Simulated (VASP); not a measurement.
The system is Re.

```
Re
1.0
     2.53000    0.00000    0.00000
     0.00000    2.53000    0.00000
     0.00000    0.00000    2.53000
Re
1
Cartesian
  0.0000 0.0000 0.0000
```

* Program: VASP 6.6.1
* Task: relaxation of cell and atoms
* Functional: PBE
* Potentials or basis: VASP PAW PBE potentials, release 64 (Re)
* Cutoff: 600 eV
* k mesh: 8 × 8 × 8
* Occupations: fermi-dirac, width 0.1 eV
* Spin: no spin polarisation

At the start: pressure 16.2 GPa; volume 16.19 Å³/atom.

Question: Where does the relaxation end?

Answer: Over 4 steps the energy falls by 43.4 meV/atom and the volume is 17.10 Å³/atom (+5.6 %); space group Pm-3m (No. 221, to 0.05 Å).

The path:
| step | energy change (eV) | largest force (eV/Å) | pressure (GPa) | volume (Å³) |
| --- | --- | --- | --- | --- |
| 1 | 0.0000 | 0.0000 | 16.19 | 16.19 |
| 2 | 0.3261 | 0.0000 | -31.10 | 20.34 |
| 3 | -0.0432 | 0.0000 | -1.12 | 17.17 |
| 4 | -0.0434 | 0.0000 | 0.00 | 17.10 |

Final structure:
```xyz
1
Lattice="2.5763 0.0000 0.0000 0.0000 2.5763 0.0000 0.0000 0.0000 2.5763" Properties=species:S:1:pos:R:3 pbc="T T T"
Re    0.0000    0.0000    0.0000
```
